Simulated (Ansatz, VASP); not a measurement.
Si2Mo: VASP beside Ansatz

```
CELL_PARAMETERS angstrom
-1.61689 1.61689 3.80570
1.61689 -1.61689 3.80570
1.61689 1.61689 -3.80570
ATOMIC_POSITIONS crystal
Si 0.33506 0.33506 0.00000
Si 0.66494 0.66494 0.00000
Mo 0.00000 0.00000 0.00000
```

Alike in both runs: task single point; functional PBEsol; k mesh 24 × 24 × 24; occupations gaussian, width 0.15 eV; no spin polarisation.

|  | VASP | Ansatz |
| --- | --- | --- |
| version | VASP 6.6.1 | Ansatz 0.2.0 |
| potentials or method | VASP PAW PBE potentials, release 64 (Si, Mo_sv), cutoff 520 eV | scalar-relativistic, plane waves, PAW |
| valence electrons in the cell | 22 | 22 |

VASP gave:

- gap on the k mesh at the Fermi level (eV): none
- pressure (GPa): 1.6
- traceless stress, the component that is largest in VASP (GPa): 11.55
- rms of the force components (eV/Å): 0.017

Task: Estimate Ansatz's values.

Result: gap on the k mesh at the Fermi level (eV): none; pressure (GPa): 1.2; traceless stress, the component that is largest in VASP (GPa): 11.52; rms of the force components (eV/Å): 0.016.

VASP's potentials were made for PBE, not for PBEsol. Atom by atom the forces differ by 0.001 eV/Å (rms over components). A gap of «none» marks a metal or a gap that the smearing closes. The functional is the same, so the differences come from potentials, cutoffs and numerics.
